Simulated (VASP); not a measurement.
Crystal: C.

```
CELL_PARAMETERS angstrom
0.00000 1.87834 1.67307
1.74591 0.00000 1.67307
1.74591 1.87834 0.00000
ATOMIC_POSITIONS crystal
C 0.50000 0.50000 0.50000
C 0.75000 0.75000 0.75000
```

This cell differs from its parent crystal: strain +e along x and -e along y -0.0375, strain +e along z and -e/2 along x and y -0.0525.

Base run:

```yaml
Program: VASP 6.6.1
Functional: LDA
Potentials_or_basis: VASP PAW LDA potentials, release 64 (C)
Cutoff: 520 eV
k_mesh: 12 × 12 × 12
Occupations: gaussian, width 0.05 eV
Spin: no spin polarisation
```

Its results: band gap on the k mesh 2.22 eV, indirect (least direct gap 4.29 eV); pressure 3.5 GPa.

Task: The run is repeated on the same cell with these changes: potentials or basis from VASP PAW LDA potentials, release 64 (C) to VASP PAW LDA potentials, release 64 (C_h); cutoff from 520 eV to 910 eV; further incar settings from ALGO = Normal; EDIFF = 1e-07; NBANDS = 11 to ALGO = Normal; EDIFF = 1e-06; NBANDS = 11. What comes out?

Result: Band gap on the k mesh 2.22 eV, indirect (least direct gap 4.29 eV); pressure 2.6 GPa.

Caveats: the cutoff is under 1.25 times the usual one of these potentials, so pressure, stress and relaxed cells hold a basis-set (Pulay) error (some runs).

A k mesh can miss the band edges.
